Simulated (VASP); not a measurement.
Crystal: Ge.

```
Ge
1.0
     5.93000    0.00000    0.00000
     0.00000    5.93000    0.00000
     0.00000    0.00000    6.98000
Ge
12
Direct
  0.07500 0.07500 0.00000
  0.42500 0.57500 0.75000
  0.92500 0.92500 0.50000
  0.57500 0.42500 0.25000
  0.16670 0.37500 0.25000
  0.12500 0.66670 0.00000
  0.83330 0.62500 0.75000
  0.87500 0.33330 0.50000
  0.66670 0.12500 0.00000
  0.62500 0.83330 0.25000
  0.33330 0.87500 0.50000
  0.37500 0.16670 0.75000
```

- Program: VASP 6.6.1
- Task: relaxation of cell and atoms
- Functional: LDA
- Potentials or basis: VASP PAW LDA potentials, release 64 (Ge_d)
- Cutoff: 600 eV
- k mesh: 6 × 6 × 4
- Occupations: gaussian, width 0.03 eV
- Spin: no spin polarisation

At the start: pressure -1.3 GPa; volume 20.45 Å³/atom.

Q: Where does the relaxation end?

A: Over 16 steps the energy falls by 17.3 meV/atom and the volume is 19.93 Å³/atom (-2.6 %); space group P4_32_12 (No. 96, to 0.1 Å) before and after.

The path:
| step | energy change (eV) | largest force (eV/Å) | pressure (GPa) | volume (Å³) |
| --- | --- | --- | --- | --- |
| 1 | 0.0000 | 0.8516 | -1.30 | 245.45 |
| 2 | -0.1420 | 0.2172 | 0.45 | 239.60 |
| 3 | -0.1427 | 0.2150 | 0.53 | 239.15 |
| 4 | -0.1763 | 0.1281 | 0.22 | 240.52 |
| 5 | -0.1862 | 0.0919 | -0.05 | 241.71 |
| 6 | -0.1862 | 0.0920 | -0.19 | 241.84 |
| 7 | -0.1899 | 0.0602 | -0.05 | 240.99 |
| 8 | -0.1905 | 0.1019 | 0.16 | 240.18 |
| 9 | -0.1926 | 0.0973 | 0.26 | 240.01 |
| 10 | -0.1978 | 0.0871 | 0.29 | 239.51 |
| 11 | -0.2039 | 0.0640 | 0.34 | 238.51 |
| 12 | -0.1991 | 0.0416 | 0.57 | 236.49 |
| 13 | -0.2048 | 0.0502 | 0.43 | 237.92 |
| 14 | -0.2063 | 0.0179 | -0.28 | 239.92 |
| 15 | -0.2070 | 0.0175 | -0.02 | 239.19 |
| 16 | -0.2072 | 0.0088 | -0.06 | 239.15 |

Final structure:
```
Ge
1.0
     5.88001    0.00000    0.00000
     0.00000    5.88001    0.00000
     0.00000    0.00000    6.91705
Ge
12
Direct
  0.08840 0.08840 0.00000
  0.41160 0.58840 0.75000
  0.91160 0.91160 0.50000
  0.58840 0.41160 0.25000
  0.17174 0.37055 0.25540
  0.12945 0.67174 0.00540
  0.82826 0.62945 0.75540
  0.87055 0.32826 0.50540
  0.67174 0.12945 0.99460
  0.62945 0.82826 0.24460
  0.32826 0.87055 0.49460
  0.37055 0.17174 0.74460
```
